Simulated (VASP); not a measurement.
# Lu2MnBr (P-6m2) in VASP: notebook

Runs on Lu2MnBr. Level: PBE. Tasks: single point.

Everything below comes from runs of VASP 6.6.1. Logs are shortened: lines on timing, memory, paths and dates and some standing lists are left out, and cuts for length are marked.

## Step 1: The cell of the first run

The structure is hexagonal, space group P-6m2 (No. 187). The conventional cell has a = 3.619 Å, b = 3.619 Å, c = 8.420 Å, α = 90.00°, β = 90.00°, γ = 120.00°. Within 3.7 Å of Lu (site symmetry 3m) lie 3 Mn at 2.84 Å and 3 Br at 3.10 Å and 6 Lu at 3.62 Å. Mn (site symmetry -6m2) has 6 Lu at 2.84 Å and 6 Mn at 3.62 Å within 3.7 Å. Br (site symmetry -6m2) has 6 Lu at 3.10 Å and 6 Br at 3.62 Å within 4.1 Å.

## Step 2: Single point, PBE, collinear spin, ferromagnetic start

Contents of INCAR:

```
PREC     = Accurate       # precision mode
ENCUT    = 520            # plane-wave cutoff, eV
EDIFF    = 1E-6           # SCF threshold, eV
ISMEAR   = 0              # smearing method
SIGMA    = 0.1            # smearing width, eV
LREAL    = F              # projectors in reciprocal space
LASPH    = T              # aspherical terms in the spheres
NELM     = 150            # most SCF steps
ALGO     = Normal         # electronic algorithm
ISIF     = 2              # what is computed and relaxed
LWAVE    = F              # write WAVECAR
LCHARG   = F              # write CHGCAR
ISPIN    = 2              # spin polarisation
MAGMOM   = 0 0 4 0        # initial moments
LORBIT   = 11             # projections on sites
LMAXMIX  = 4              # l up to which the mixer works
GGA      = PE             # functional
NBANDS   = 47             # bands
```

Contents of KPOINTS:

```
Automatic mesh
0
Gamma
  6 6 2
```

Contents of POSCAR:

```
Lu2MnBr
1.0
    3.6186241924      0.0000000025      0.0000000000
   -1.8093120984      3.1338204762      0.0000000000
    0.0000000000      0.0000000000      8.4195399463
Lu Mn Br
2 1 1
Direct
    0.3333333333      0.6666666667      0.7282154345
    0.3333333333      0.6666666667      0.2717845655
    0.0000000000      0.0000000000      0.5000000000
    0.6666666667      0.3333333333      0.0000000000
```

Potentials or basis: VASP PAW PBE potentials, release 64 (Lu, Mn_pv, Br).

Run with:

```
cat potpaw_PBE.64/Lu/POTCAR potpaw_PBE.64/Mn_pv/POTCAR potpaw_PBE.64/Br/POTCAR > POTCAR
mpirun -np 1 vasp_std > vasp.out
```

OUTCAR:

```text
PREC = Accurate
   ENCUT = 520
   EDIFF = 1E-6
   ISMEAR = 0
   LREAL = F
   LASPH = T
   NELM = 150
   ISIF = 2
   ISPIN = 2
   LORBIT = 11
   GGA = PE

 ion  position               nearest neighbor table
   1  0.333  0.667  0.728-   3 2.84   3 2.84   3 2.84   4 3.10   4 3.10   4 3.10
   2  0.333  0.667  0.272-   3 2.84   3 2.84   3 2.84   4 3.10   4 3.10   4 3.10
   3  0.000  0.000  0.500-   1 2.84   2 2.84   1 2.84   2 2.84   1 2.84   2 2.84
   4  0.667  0.333  0.000-   1 3.10   2 3.10   1 3.10   2 3.10   1 3.10   2 3.10

  LATTYP: Found a hexagonal cell.
 ALAT       =     3.6186241924
 C/A-ratio  =     2.3267240527

  Lattice vectors:

 A1 = (   3.6186241924,   0.0000000025,   0.0000000000)
 A2 = (  -1.8093120984,   3.1338204762,   0.0000000000)
 A3 = (   0.0000000000,   0.0000000000,   8.4195399463)

Analysis of symmetry for initial positions (statically):
=====================================================================
 Subroutine PRICEL returns:
 Original cell was already a primitive cell.

 Routine SETGRP: Setting up the symmetry group for a
 hexagonal supercell.

 Subroutine GETGRP returns: Found 12 space group operations
 (whereof 12 operations were pure point group operations)
 out of a pool of 24 trial point group operations.

The static configuration has the point symmetry D_3h.

Analysis of symmetry for dynamics (positions and initial velocities):
=====================================================================
 Subroutine PRICEL returns:
 Original cell was already a primitive cell.

 Routine SETGRP: Setting up the symmetry group for a
 hexagonal supercell.

 Subroutine GETGRP returns: Found 12 space group operations
 (whereof 12 operations were pure point group operations)
 out of a pool of 24 trial point group operations.

The dynamic configuration has the point symmetry D_3h.

Analysis of structural, dynamic, and magnetic symmetry:
=====================================================================
 Subroutine PRICEL returns:
 Original cell was already a primitive cell.

 Routine SETGRP: Setting up the symmetry group for a
 hexagonal supercell.

 Subroutine GETGRP returns: Found 12 space group operations
 (whereof 12 operations were pure point group operations)
 out of a pool of 24 trial point group operations.

The overall configuration has the point symmetry D_3h.

 Subroutine INISYM returns: Found 12 space group operations
 (whereof 12 operations are pure point group operations),
 and found     1 'primitive' translations

----------------------------------------------------------------------------------------

                                     Primitive cell

  volume of cell :      95.4786

  direct lattice vectors                    reciprocal lattice vectors
     3.618624192  0.000000003  0.000000000     0.276348122  0.159549663  0.000000000
    -1.809312098  3.133820476  0.000000000    -0.000000000  0.319099325  0.000000000
     0.000000000  0.000000000  8.419539946     0.000000000  0.000000000  0.118771335

  length of vectors
     3.618624192  3.618624192  8.419539946     0.319099325  0.319099325  0.118771335

  position of ions in fractional coordinates (direct lattice)
     0.333333333  0.666666667  0.728215435
     0.333333333  0.666666667  0.271784565
     0.000000000  0.000000000  0.500000000
     0.666666667  0.333333333  0.000000000

  ion indices of the primitive-cell ions
   primitive index   ion index
                 1           1
                 2           2
                 3           3
                 4           4

----------------------------------------------------------------------------------------

 KPOINTS: Automatic mesh

Automatic generation of k-mesh.
 Grid dimensions read from file:
 generate k-points for:    6    6    2

 Generating k-lattice:

  Cartesian coordinates                     Fractional coordinates (reciprocal lattice)
     0.046058020  0.026591610  0.000000000     0.166666667  0.000000000  0.000000000
    -0.000000000  0.053183221  0.000000000     0.000000000  0.166666667  0.000000000
     0.000000000  0.000000000  0.059385668     0.000000000  0.000000000  0.500000000

  Length of vectors
     0.053183221  0.053183221  0.059385668

  Shift w.r.t. Gamma in fractional coordinates (k-lattice)
     0.000000000  0.000000000  0.000000000

 Subroutine IBZKPT returns following result:
 ===========================================

 Found     14 irreducible k-points:

 Following reciprocal coordinates:
            Coordinates               Weight
  0.000000  0.000000  0.000000      1.000000
  0.166667 -0.000000  0.000000      6.000000
  0.333333 -0.000000  0.000000      6.000000
  0.500000 -0.000000  0.000000      3.000000
  0.166667  0.166667  0.000000      6.000000
  0.333333  0.166667  0.000000     12.000000
  0.333333  0.333333  0.000000      2.000000
  0.000000  0.000000  0.500000      1.000000
  0.166667 -0.000000  0.500000      6.000000
  0.333333 -0.000000  0.500000      6.000000
  0.500000 -0.000000  0.500000      3.000000
  0.166667  0.166667  0.500000      6.000000
  0.333333  0.166667  0.500000     12.000000
  0.333333  0.333333  0.500000      2.000000
   k-points           NKPTS =     14   k-points in BZ     NKDIM =     14   number of bands    NBANDS=     47
   number of dos      NEDOS =    301   number of ions     NIONS =      4
   total plane-waves  NPLWV =  50176
   dimension x,y,z NGX =    28 NGY =   28 NGZ =   64
   dimension x,y,z NGXF=    56 NGYF=   56 NGZF=  128
   ions per type =               2   1   1
   NGX,Y,Z   is equivalent  to a cutoff of  12.86, 12.86, 12.64 a.u.
   NGXF,Y,Z  is equivalent  to a cutoff of  25.73, 25.73, 25.27 a.u.
 SYSTEM =  unknown system
   PREC   = accura    normal or accurate (medium, high low for compatibility)
   ISTART =      0    job   : 0-new  1-cont  2-samecut
   ICHARG =      2    charge: 1-file 2-atom 10-const
   ISPIN  =      2    spin polarized calculation?
   LNONCOLLINEAR =      F non collinear calculations
   LSORBIT =      F    spin-orbit coupling
   LASPH  =      T    aspherical Exc in radial PAW
   ENCUT  =  520.0 eV  38.22 Ry    6.18 a.u.   6.73  6.73 15.65*2*pi/ulx,y,z
   NELM   =    150;   NELMIN=  2; NELMDL= -5     # of ELM steps
   EDIFF  = 0.1E-05   stopping-criterion for ELM
   LREAL  =      F    real-space projection
   EDIFFG = 0.1E-04   stopping-criterion for IOM
   NSW    =      0    number of steps for IOM
   IBRION =     -1    ionic relax: 0-MD 1-quasi-New 2-CG
   NFREE  =      0    steps in history (QN), initial steepest desc. (CG)
   ISIF   =      2    stress and relaxation
   ISYM   =      2    0-nonsym 1-usesym 2-fastsym
   POTIM  = 0.5000    time-step for ionic-motion
   TEBEG  =    0.0;   TEEND  =   0.0 temperature during run
   PSTRESS=    0.0 pullay stress
   NELECT =      70.0000    total number of electrons
   NUPDOWN=      -1.0000    fix difference up-down
   EMIN   =  10.00;   EMAX   =-10.00  energy-range for DOS
   EFERMI =   0.00;   METHOD = LEGACY
   ISMEAR =     0;   SIGMA  =   0.10  broadening in eV -4-tet -1-fermi 0-gaus
   EFERMI_NEDOS =   21; number of points for ismear=-14 and -15
   IALGO  =     38    algorithm
   IMIX   =      4    mixing-type and parameters
     AMIX     =   0.40;   BMIX     =  1.00
     AMIX_MAG =   1.60;   BMIX_MAG =  1.00
  volume/ion in A,a.u.               =      23.87       161.08
  Fermi-wavevector in a.u.,A,eV,Ry     =   1.476178  2.789573 29.648493  2.179103
  Thomas-Fermi vector in A             =   2.590737
   LORBIT       =     11    0 simple, 1 ext, 2 COOP (PROOUT), +10 PAW based schemes
   GGA     = PE    functional components
   LHFCALC =     F    Hartree Fock is set to
   AEXX    =    0.0000 exact exchange contribution
   IVDW    =     0    specifies the selected vdW correction
   LEPSILON=     F    determine dielectric tensor
   LRPA    =     F    only Hartree local field effects (RPA)
 spin polarized calculation
 Gauss-broadening in eV      SIGMA  =   0.10
  energy-cutoff  :      520.00
  volume of cell :       95.48
 maximum number of plane-waves:      2589
 NGX is ok and might be reduce to    28
   NGX = 13   NGY = 13   NGZ = 31

 number of electron      70.0000012 magnetization       2.9544450

 Free energy of the ion-electron system (eV)
  ---------------------------------------------------
  ext. energy  EPLUGINS =         0.00000000
  ---------------------------------------------------
  free energy    TOTEN  =       -20.98263473 eV

  energy without entropy =      -20.96172872  energy(sigma->0) =      -20.97218172

 E-fermi :   4.1790     XC(G=0): -10.6535

 val. band max:        4.1551472430   @ k =   0.3333  -0.0000   0.0000
 cond. band min:       4.1821423195   @ k =   0.3333   0.1667   0.5000
 fundamental gap:      0.0269950766
 Fermi energy:         4.1790412283

 spin component 1

 k-point     1 :       0.0000    0.0000    0.0000
  band No.  band energies     occupation
      1     -52.3469      1.00000
      2     -52.3463      1.00000
      3     -45.2004      1.00000
      4     -45.2004      1.00000
      5     -45.1865      1.00000
      6     -23.1595      1.00000
[... 39 lines left out ...]
     46       8.2914      0.00000
     47       8.2914      0.00000

 k-point     2 :       0.1667   -0.0000    0.0000
  band No.  band energies     occupation
      1     -52.3444      1.00000
      2     -52.3437      1.00000
      3     -45.2022      1.00000
      4     -45.2009      1.00000
      5     -45.1865      1.00000
      6     -23.1470      1.00000
[... 592 lines left out ...]
 k-point    14 :       0.3333    0.3333    0.5000
  band No.  band energies     occupation
      1     -52.3357      1.00000
      2     -52.3345      1.00000
      3     -45.2057      1.00000
      4     -45.2055      1.00000
      5     -45.1867      1.00000
      6     -23.0943      1.00000
[... 39 lines left out ...]
     46       9.0047      0.00000
     47       9.6982      0.00000
 Fermi energy:         4.1790412283

 spin component 2

 k-point     1 :       0.0000    0.0000    0.0000
  band No.  band energies     occupation
      1     -52.3780      1.00000
      2     -52.3772      1.00000
      3     -41.9516      1.00000
      4     -41.8470      1.00000
      5     -41.8470      1.00000
      6     -23.2183      1.00000
[... 39 lines left out ...]
     46       8.4499      0.00000
     47       8.4499      0.00000

 k-point     2 :       0.1667   -0.0000    0.0000
  band No.  band energies     occupation
      1     -52.3755      1.00000
      2     -52.3746      1.00000
      3     -41.9516      1.00000
      4     -41.8493      1.00000
      5     -41.8476      1.00000
      6     -23.2058      1.00000
[... 592 lines left out ...]
 k-point    14 :       0.3333    0.3333    0.5000
  band No.  band energies     occupation
      1     -52.3666      1.00000
      2     -52.3654      1.00000
      3     -41.9514      1.00000
      4     -41.8537      1.00000
      5     -41.8537      1.00000
      6     -23.1532      1.00000
[... 39 lines left out ...]
     46       9.0767      0.00000
     47       9.9851      0.00000

------------------------ aborting loop because EDIFF is reached ----------------------------------------

  FORCE on cell =-STRESS in cart. coord.  units (eV):
  Direction    XX          YY          ZZ          XY          YZ          ZX
  --------------------------------------------------------------------------------------
  -------------------------------------------------------------------------------------
  Total       -0.0030193     -0.0030193      0.2715946      0.0000000      0.0000000     -0.0000000
  in kB       -0.0506660     -0.0506660      4.5574901      0.0000000      0.0000000     -0.0000000
  external PRESSURE =       1.4853860 kB  Pullay stress =       0.0000000 kB

 VOLUME and BASIS-vectors are now :
 -----------------------------------------------------------------------------
  energy-cutoff  :      520.00
  volume of cell :       95.48
      direct lattice vectors                 reciprocal lattice vectors
     3.618624192  0.000000003  0.000000000     0.276348122  0.159549663  0.000000000
    -1.809312098  3.133820476  0.000000000    -0.000000000  0.319099325  0.000000000
     0.000000000  0.000000000  8.419539946     0.000000000  0.000000000  0.118771335

 POSITION                                       TOTAL-FORCE (eV/Angst)
 -----------------------------------------------------------------------------------
     -0.00000      2.08921      6.13124        -0.000000      0.000000      0.032507
     -0.00000      2.08921      2.28830        -0.000000     -0.000000     -0.032507
      0.00000      0.00000      4.20977         0.000000     -0.000000      0.000000
      1.80931      1.04461      0.00000        -0.000000     -0.000000      0.000000
 -----------------------------------------------------------------------------------
    total drift:                                0.000000     -0.000000     -0.000000

  FREE ENERGIE OF THE ION-ELECTRON SYSTEM (eV)
  ---------------------------------------------------
  free  energy   TOTEN  =       -20.9826347301 eV

  energy  without entropy=      -20.9617287173  energy(sigma->0) =      -20.97218172

 total charge

# of ion       s       p       d       f       tot
--------------------------------------------------
    1        2.336   6.046   0.807  13.974  23.163
    2        2.336   6.046   0.807  13.974  23.163
    3        0.374   6.184   5.016   0.000  11.574
    4        1.610   3.257   0.031   0.000   4.898
--------------------------------------------------
tot          6.657  21.534   6.661  27.947  62.798

 magnetization (x)

# of ion       s       p       d       f       tot
--------------------------------------------------
    1       -0.015  -0.005  -0.076   0.007  -0.089
    2       -0.015  -0.005  -0.076   0.007  -0.089
    3        0.057   0.025   3.119   0.000   3.202
    4       -0.000   0.000  -0.002   0.000  -0.002
--------------------------------------------------
tot          0.027   0.017   2.965   0.013   3.022
```

Wall time 3.7 min (1 thread of AMD EPYC 7R13, shared host); peak memory 0.28 GiB.

Results:

```
Free energy                                           : -20.9826 eV
Pressure                                              : 0.1 GPa
Largest force                                         : 0.033 eV/Å
Net moment                                            : 2.95 μB per cell
Site moments                                          : Lu -0.09; Mn +3.20; Br -0.00 μB
Valence electrons inside the program's atomic spheres : Lu 23.16; Mn 11.57; Br 4.90
```

Forces in eV/Å, atoms in the order of the input:
```
Lu   0.000  0.000  0.033
Lu   0.000  0.000 -0.033
Mn   0.000  0.000  0.000
Br   0.000  0.000  0.000
```

Stress tensor (GPa, compression positive):
```
-0.01  0.00  0.00
 0.00 -0.01  0.00
 0.00  0.00  0.46
```

Levels at points of the mesh, in eV from the Fermi level:
Spin up:
```
           k point  band 32  band 33  band 34  band 35  band 36  band 37  band 38  band 39  band 40  band 41
(0.00, 0.00, 0.00)    -2.19    -2.19    -2.19    -2.19    -1.94     0.46     1.76     2.19     2.19     2.54
(0.50, 0.00, 0.00)    -2.62    -2.18    -1.55    -1.50    -0.82    -0.69     0.83     1.64     1.99     2.49
(0.00, 0.00, 0.50)    -2.65    -2.20    -2.20    -2.13    -2.13     1.15     1.63     1.77     1.77     2.71
(0.50, 0.00, 0.50)    -2.63    -2.15    -1.78    -1.56    -0.73    -0.61     1.24     1.38     1.90     2.15
```
Spin down:
| k point | band 29 | band 30 | band 31 | band 32 | band 33 | band 34 | band 35 | band 36 | band 37 | band 38 |
| --- | --- | --- | --- | --- | --- | --- | --- | --- | --- | --- |
| (0.00, 0.00, 0.00) | -3.97 | -3.97 | -1.99 | -1.89 | 0.14 | 0.14 | 0.26 | 0.26 | 1.65 | 1.94 |
| (0.50, 0.00, 0.00) | -4.68 | -2.07 | -1.78 | -1.61 | -1.03 | 0.21 | 0.37 | 1.25 | 1.41 | 1.60 |
| (0.00, 0.00, 0.50) | -3.97 | -3.97 | -3.64 | -1.45 | 0.28 | 0.28 | 0.29 | 0.29 | 1.50 | 1.75 |
| (0.50, 0.00, 0.50) | -4.68 | -2.28 | -1.84 | -1.36 | -0.95 | 0.16 | 0.45 | 1.21 | 1.31 | 1.70 |

Caveat: the k points lie up to 0.37 Å⁻¹ apart; spin-orbit coupling is left out, which moves the levels of the heavy elements.

(Continued in part 2 of 2.)
